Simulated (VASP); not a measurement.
# AlNi (CsCl type) (Pm-3m) in VASP: single point with PBE

Aim: the single point of AlNi (CsCl type) with PBE.

All numbers are computed with VASP 6.6.1; they aren't measurements. Logs are shortened: lines on timing, memory, paths and dates and some standing lists are left out, and cuts for length are marked.

### 1 The cell of the first run

The structure is cubic, space group Pm-3m (No. 221). Conventional cell: a = 2.894 Å, b = 2.894 Å, c = 2.894 Å, α = 90.00°, β = 90.00°, γ = 90.00°. Ni (site symmetry m-3m) has 8 Al at 2.51 Å and 6 Ni at 2.89 Å within 3.3 Å. Within 3.3 Å of Al (site symmetry m-3m) lie 8 Ni at 2.51 Å and 6 Al at 2.89 Å.

### 2 Single point, PBE

Contents of INCAR:

```
SYSTEM = AlNi
ALGO = Normal ; EDIFF = 1E-6
ENCUT = 600 ; GGA = PE
GGA_COMPAT = .FALSE. ; ISIF = 2
ISMEAR = -1 ; LASPH = .TRUE.
LCHARG = .FALSE. ; LREAL = .FALSE.
LWAVE = .FALSE. ; NBANDS = 21
NELM = 120 ; PREC = Accurate
SIGMA = 0.1
```

Contents of KPOINTS:

```
k-points
0
G
  13 9 9
  0 0 0
```

Contents of POSCAR:

```
AlNi
1.0
    0.0000000000      0.0000000000      2.8935740570
    2.8935740570     -2.8935740570      0.0000000000
    2.8935740570      2.8935740570      0.0000000000
Ni Al
2 2
Direct
    0.0000000000      0.0000000000      0.0000000000
    0.0000000000      0.5000000000      0.5000000000
    0.5000000000      0.5000000000      0.0000000000
    0.5000000000      0.0000000000      0.5000000000
```

Potentials or basis: VASP PAW PBE potentials, release 64 (Ni, Al).

Launch:

```
> cat potpaw_PBE.64/Ni/POTCAR potpaw_PBE.64/Al/POTCAR > POTCAR
> mpirun -np 1 vasp_std > vasp.out
```

OUTCAR:

```text
SYSTEM = AlNi
   EDIFF = 1E-6
   ENCUT = 600
   GGA = PE
   ISIF = 2
   ISMEAR = -1
   LASPH = .TRUE.
   LREAL = .FALSE.
   NELM = 120
   PREC = Accurate

 ion  position               nearest neighbor table
   1  0.000  0.000  0.000-   3 2.51   4 2.51   4 2.51   3 2.51   3 2.51   4 2.51   4 2.51   3 2.51
                             2 2.89   2 2.89   2 2.89   2 2.89
   2  0.000  0.500  0.500-   3 2.51   4 2.51   3 2.51   4 2.51   3 2.51   4 2.51   3 2.51   4 2.51
                             1 2.89   1 2.89   1 2.89   1 2.89
   3  0.500  0.500  0.000-   1 2.51   2 2.51   2 2.51   1 2.51   1 2.51   2 2.51   2 2.51   1 2.51
                             4 2.89   4 2.89   4 2.89   4 2.89
   4  0.500  0.000  0.500-   1 2.51   2 2.51   1 2.51   2 2.51   1 2.51   2 2.51   1 2.51   2 2.51
                             3 2.89   3 2.89   3 2.89   3 2.89

  LATTYP: Found a simple tetragonal cell.
 ALAT       =     4.0921316751
 C/A-ratio  =     0.7071067812

  Lattice vectors:

 A1 = (   2.8935740570,  -2.8935740570,   0.0000000000)
 A2 = (   2.8935740570,   2.8935740570,   0.0000000000)
 A3 = (   0.0000000000,   0.0000000000,   2.8935740570)

Analysis of symmetry for initial positions (statically):
=====================================================================
 Subroutine PRICEL returns following result:

  LATTYP: Found a simple cubic cell.
 ALAT       =     2.8935740570

  Lattice vectors:

 A1 = (   0.0000000000,   0.0000000000,   2.8935740570)
 A2 = (   0.0000000000,  -2.8935740570,   0.0000000000)
 A3 = (   2.8935740570,   0.0000000000,   0.0000000000)

   2 primitive cells build up your supercell.

 Routine SETGRP: Setting up the symmetry group for a
 simple tetragonal supercell.

 Subroutine GETGRP returns: Found 16 space group operations
 (whereof 16 operations were pure point group operations)
 out of a pool of 16 trial point group operations.

The static configuration has the point symmetry D_4h.

Analysis of symmetry for dynamics (positions and initial velocities):
=====================================================================
 Subroutine PRICEL returns following result:

  LATTYP: Found a simple cubic cell.
 ALAT       =     2.8935740570

  Lattice vectors:

 A1 = (   0.0000000000,   0.0000000000,   2.8935740570)
 A2 = (   0.0000000000,  -2.8935740570,   0.0000000000)
 A3 = (   2.8935740570,   0.0000000000,   0.0000000000)

   2 primitive cells build up your supercell.

 Routine SETGRP: Setting up the symmetry group for a
 simple tetragonal supercell.

 Subroutine GETGRP returns: Found 16 space group operations
 (whereof 16 operations were pure point group operations)
 out of a pool of 16 trial point group operations.

The dynamic configuration has the point symmetry D_4h.

 Subroutine INISYM returns: Found 16 space group operations
 (whereof 16 operations are pure point group operations),
 and found     2 'primitive' translations

----------------------------------------------------------------------------------------

                                     Primitive cell

  volume of cell :      24.2272

  direct lattice vectors                    reciprocal lattice vectors
     0.000000000  0.000000000  2.893574057     0.000000000  0.000000000  0.345593367
     0.000000000 -2.893574057  0.000000000     0.000000000 -0.345593367  0.000000000
     2.893574057  0.000000000  0.000000000     0.345593367  0.000000000  0.000000000

  length of vectors
     2.893574057  2.893574057  2.893574057     0.345593367  0.345593367  0.345593367

  position of ions in fractional coordinates (direct lattice)
     0.000000000  0.000000000  0.000000000
     0.500000000  0.500000000  0.500000000

  ion indices of the primitive-cell ions
   primitive index   ion index
                 1           1
                 2           3

----------------------------------------------------------------------------------------

 KPOINTS: k-points

Automatic generation of k-mesh.
 Grid dimensions read from file:
 generate k-points for:   13    9    9

 Generating k-lattice:

  Cartesian coordinates                     Fractional coordinates (reciprocal lattice)
     0.000000000  0.000000000  0.026584105     0.076923077  0.000000000  0.000000000
     0.019199631 -0.019199631  0.000000000     0.000000000  0.111111111  0.000000000
     0.019199631  0.019199631  0.000000000     0.000000000  0.000000000  0.111111111

  Length of vectors
     0.026584105  0.027152379  0.027152379

  Shift w.r.t. Gamma in fractional coordinates (k-lattice)
     0.000000000  0.000000000  0.000000000

 Subroutine IBZKPT returns following result:
 ===========================================

 Found    105 irreducible k-points:

 Following reciprocal coordinates:
            Coordinates               Weight
  0.000000  0.000000  0.000000      1.000000
  0.076923  0.000000  0.000000      2.000000
  0.153846  0.000000  0.000000      2.000000
  0.230769  0.000000  0.000000      2.000000
  0.307692  0.000000  0.000000      2.000000
  0.384615  0.000000  0.000000      2.000000
[... 16 lines left out ...]
  0.076923  0.333333  0.000000      8.000000
  0.153846  0.333333  0.000000      8.000000
 [... further k-points ...]
   k-points           NKPTS =    105   k-points in BZ     NKDIM =    105   number of bands    NBANDS=     21
   number of dos      NEDOS =    301   number of ions     NIONS =      4
   total plane-waves  NPLWV =  31104
   dimension x,y,z NGX =    24 NGY =   36 NGZ =   36
   dimension x,y,z NGXF=    48 NGYF=   72 NGZF=   72
   ions per type =               2   2
   NGX,Y,Z   is equivalent  to a cutoff of  13.79, 14.63, 14.63 a.u.
   NGXF,Y,Z  is equivalent  to a cutoff of  27.58, 29.25, 29.25 a.u.
 SYSTEM =  AlNi
   PREC   = accura    normal or accurate (medium, high low for compatibility)
   ISTART =      0    job   : 0-new  1-cont  2-samecut
   ICHARG =      2    charge: 1-file 2-atom 10-const
   ISPIN  =      1    spin polarized calculation?
   LNONCOLLINEAR =      F non collinear calculations
   LSORBIT =      F    spin-orbit coupling
   LASPH  =      T    aspherical Exc in radial PAW
   ENCUT  =  600.0 eV  44.10 Ry    6.64 a.u.   5.78  8.17  8.17*2*pi/ulx,y,z
   NELM   =    120;   NELMIN=  2; NELMDL= -5     # of ELM steps
   EDIFF  = 0.1E-05   stopping-criterion for ELM
   LREAL  =      F    real-space projection
   EDIFFG = 0.1E-04   stopping-criterion for IOM
   NSW    =      0    number of steps for IOM
   IBRION =     -1    ionic relax: 0-MD 1-quasi-New 2-CG
   NFREE  =      0    steps in history (QN), initial steepest desc. (CG)
   ISIF   =      2    stress and relaxation
   ISYM   =      2    0-nonsym 1-usesym 2-fastsym
   POTIM  = 0.5000    time-step for ionic-motion
   TEBEG  =    0.0;   TEEND  =   0.0 temperature during run
   PSTRESS=    0.0 pullay stress
   NELECT =      26.0000    total number of electrons
   NUPDOWN=      -1.0000    fix difference up-down
   EMIN   =  10.00;   EMAX   =-10.00  energy-range for DOS
   EFERMI =   0.00;   METHOD = LEGACY
   ISMEAR =    -1;   SIGMA  =   0.10  broadening in eV -4-tet -1-fermi 0-gaus
   EFERMI_NEDOS =   21; number of points for ismear=-14 and -15
   IALGO  =     38    algorithm
   IMIX   =      4    mixing-type and parameters
     AMIX     =   0.40;   BMIX     =  1.00
     AMIX_MAG =   1.60;   BMIX_MAG =  1.00
  volume/ion in A,a.u.               =      12.11        81.75
  Fermi-wavevector in a.u.,A,eV,Ry     =   1.330316  2.513932 24.078769  1.769740
  Thomas-Fermi vector in A             =   2.459412
   LORBIT       =      0    0 simple, 1 ext, 2 COOP (PROOUT), +10 PAW based schemes
   GGA     = PE    functional components
   LHFCALC =     F    Hartree Fock is set to
   AEXX    =    0.0000 exact exchange contribution
   IVDW    =     0    specifies the selected vdW correction
   LEPSILON=     F    determine dielectric tensor
   LRPA    =     F    only Hartree local field effects (RPA)
 non-spin polarized calculation
  energy-cutoff  :      600.00
  volume of cell :       48.45
 maximum number of plane-waves:      1652
 NGX is ok and might be reduce to    24
   NGX = 11   NGY = 17   NGZ = 17

 number of electron      26.0000020 magnetization

 Free energy of the ion-electron system (eV)
  ---------------------------------------------------
  ext. energy  EPLUGINS =         0.00000000
  ---------------------------------------------------
  free energy    TOTEN  =       -21.10401353 eV

  energy without entropy =      -21.04711138  energy(sigma->0) =      -21.07556246

 E-fermi :   9.8527     XC(G=0): -11.9859

 val. band max:        9.8420916720   @ k =   0.0769   0.4444   0.2222
 cond. band min:       9.8592084457   @ k =   0.1538   0.3333   0.3333
 fundamental gap:      0.0171167737
 Fermi energy:         9.8527040544

 k-point     1 :       0.0000    0.0000    0.0000
  band No.  band energies     occupation
      1      -1.1884      2.00000
      2       4.6063      2.00000
      3       6.5442      2.00000
      4       6.6848      2.00000
      5       6.6859      2.00000
      6       7.0057      2.00000
[... 13 lines left out ...]
     20      17.9358      0.00000
     21      21.9845      0.00000

 k-point     2 :       0.0769    0.0000    0.0000
  band No.  band energies     occupation
      1      -1.0804      2.00000
      2       4.6648      2.00000
      3       6.6481      2.00000
      4       6.6761      2.00000
      5       6.7110      2.00000
      6       6.8164      2.00000
[... 13 lines left out ...]
     20      18.9059      0.00000
     21      21.0898      0.00000

 k-point     3 :       0.1538    0.0000    0.0000
  band No.  band energies     occupation
      1      -0.7582      2.00000
      2       4.8326      2.00000
      3       6.5126      2.00000
      4       6.5126      2.00000
      5       6.6170      2.00000
      6       6.7813      2.00000
[... 13 lines left out ...]
     20      19.5016      0.00000
     21      20.2093      0.00000
[... 457 lines left out ...]
 k-point    23 :       0.0769    0.3333    0.0000
  band No.  band energies     occupation
      1      -0.0833      2.00000
      2       2.6613      2.00000
      3       6.1314      2.00000
      4       6.7322      2.00000
      5       6.7848      2.00000
      6       6.7984      2.00000
[... 13 lines left out ...]
     20      20.3169      0.00000
     21      22.5565      0.00000

 k-point    24 :       0.1538    0.3333    0.0000
  band No.  band energies     occupation
      1       0.2280      2.00000
      2       2.9193      2.00000
      3       6.2828      2.00000
      4       6.6821      2.00000
      5       6.7937      2.00000
      6       6.8092      2.00000
[... 13 lines left out ...]
     20      21.3881      0.00000
     21      21.8848      0.00000

 [... further k-points ...]

------------------------ aborting loop because EDIFF is reached ----------------------------------------

  FORCE on cell =-STRESS in cart. coord.  units (eV):
  Direction    XX          YY          ZZ          XY          YZ          ZX
  --------------------------------------------------------------------------------------
  -------------------------------------------------------------------------------------
  Total       -0.0022610     -0.0022610     -0.0440587      0.0000000      0.0000000      0.0000000
  in kB       -0.0747608     -0.0747608     -1.4568284      0.0000000      0.0000000      0.0000000
  external PRESSURE =      -0.5354500 kB  Pullay stress =       0.0000000 kB

 VOLUME and BASIS-vectors are now :
 -----------------------------------------------------------------------------
  energy-cutoff  :      600.00
  volume of cell :       48.45
      direct lattice vectors                 reciprocal lattice vectors
     0.000000000  0.000000000  2.893574057     0.000000000  0.000000000  0.345593367
     2.893574057 -2.893574057  0.000000000     0.172796683 -0.172796683  0.000000000
     2.893574057  2.893574057  0.000000000     0.172796683  0.172796683  0.000000000

 POSITION                                       TOTAL-FORCE (eV/Angst)
 -----------------------------------------------------------------------------------
      0.00000      0.00000      0.00000        -0.000000     -0.000000     -0.000000
      2.89357      0.00000      0.00000        -0.000000     -0.000000     -0.000000
      1.44679     -1.44679      1.44679         0.000000      0.000000      0.000000
      1.44679      1.44679      1.44679         0.000000     -0.000000      0.000000
 -----------------------------------------------------------------------------------
    total drift:                                0.000000      0.000000      0.000000

  FREE ENERGIE OF THE ION-ELECTRON SYSTEM (eV)
  ---------------------------------------------------
  free  energy   TOTEN  =       -21.1040135344 eV

  energy  without entropy=      -21.0471113807  energy(sigma->0) =      -21.07556246
```

Wall time 72 s (1 thread of Intel Xeon Platinum 8375C at 2.90GHz (Ice Lake), shared host); peak memory 0.26 GiB.

What came out:

| Quantity | Value |
| --- | --- |
| Free energy | -21.1040 eV |
| Pressure | -0.1 GPa |
| Band gap on the k mesh | zero (bands 13 and 14 overlap by 2.80 eV) |

Spin polarisation is off, so any magnetic state and its effect on volume and gap are missing.
